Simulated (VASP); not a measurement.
Crystal: Pt.

```
Pt
1.0
     0.00000    1.95790    1.95790
     1.95790    0.00000    1.95790
     1.95790    1.95790    0.00000
Pt
1
Direct
  0.00000 0.00000 0.00000
```

```yaml
Program: VASP 6.6.1
Task: relaxation of cell and atoms
Functional: LDA
Potentials_or_basis: VASP PAW LDA potentials, release 64 (Pt)
Cutoff: 600 eV
k_mesh: 18 × 18 × 18
Occupations: gaussian, width 0.1 eV
Spin: no spin polarisation
```

At the start: pressure -4.1 GPa; volume 15.01 Å³/atom.

Problem. How do energy, volume and symmetry change on relaxing?

Solution. Over 6 steps the energy falls by 2.8 meV/atom and the volume is 14.80 Å³/atom (-1.4 %); space group Fm-3m (No. 225, to 0.05 Å).

Step by step:
```
step  energy change (eV)  largest force (eV/Å)  pressure (GPa)  volume (Å³)
   1              0.0000                0.0000           -4.14        15.01
   2              0.0241                0.0000           14.67        14.18
   3             -0.0028                0.0000           -0.16        14.80
   4             -0.0028                0.0000            0.06        14.80
   5             -0.0028                0.0000           -0.10        14.81
   6             -0.0028                0.0000            0.01        14.80
```

Final structure:
```xyz
1
Lattice="0.0000 1.9487 1.9487 1.9487 0.0000 1.9487 1.9487 1.9487 0.0000" Properties=species:S:1:pos:R:3 pbc="T T T"
Pt    1.9487    0.0000    1.9487
```
